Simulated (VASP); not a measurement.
The system is Re.

```xyz
2
Lattice="2.7392 0.0000 0.0000 -1.3696 2.3722 0.0000 0.0000 0.0000 4.4119" Properties=species:S:1:pos:R:3 pbc="T T T"
Re    0.0000    1.5815    1.1030
Re    1.3696    0.7907    3.3089
```

Program: VASP 6.6.1. Alike in all runs: task single point; level LDA; potentials or basis VASP PAW LDA potentials, release 64 (Re_sv_GW); no spin polarisation; cell as given; cutoff (eV) 560.

Task: Order these runs on this cell by their pressure, lowest first.
A. k mesh 13 × 13 × 7; smearing gaussian 1 eV
B. k mesh 3 × 3 × 2; smearing fermi-dirac 0.1 eV
C. k mesh 13 × 13 × 7; smearing fermi-dirac 1 eV
D. k mesh 13 × 13 × 7; smearing methfessel-paxton 1 eV
E. k mesh 5 × 5 × 3; smearing fermi-dirac 0.1 eV

Result: E (-2.1 GPa), D (-0.3 GPa), A (2.7 GPa), B (11.5 GPa), C (19.6 GPa).

Caveats: some runs use coarse meshes; so wide a smearing shifts energies and pressures (at least some runs); the cell stands under pressure (at least some runs).
